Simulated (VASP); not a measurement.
Here is a VASP 6.6.1 calculation.

Contents of INCAR:

```
ALGO = Normal
EDIFF = 1E-6
ENCUT = 520
GGA = PE
ISIF = 2
ISMEAR = 0
LASPH = T
LCHARG = F
LREAL = F
LWAVE = F
NBANDS = 21
NELM = 60
PREC = Accurate
SIGMA = 0.015
```

Contents of KPOINTS:

```
k-points
0
Gamma
  7 7 7
```

The input POSCAR:

```
Sn
1.0
    0.0000000000      3.2333428000      3.2333428000
    3.2333428000      0.0000000000      3.2333428000
    3.2333428000      3.2333428000      0.0000000000
Sn
2
Direct
    0.7500000000      0.7500000000      0.7500000000
    0.5000000000      0.5000000000      0.5000000000
```

Potentials or basis: VASP PAW PBE potentials, release 64 (Sn_d).

The run is started by

```bash
$ cat potpaw_PBE.64/Sn_d/POTCAR > POTCAR
$ mpirun -np 1 vasp_std > vasp.out
```

Problem. Estimate the band gap on the k mesh.

Solution. Zero (band 14 reaches 5.84 eV, above the bottom of band 15 at 5.80 eV).

Problem. Predict the pressure.

Solution. 3.8 GPa.

Caveat: spin-orbit coupling is left out, which moves the levels of the heavy elements.
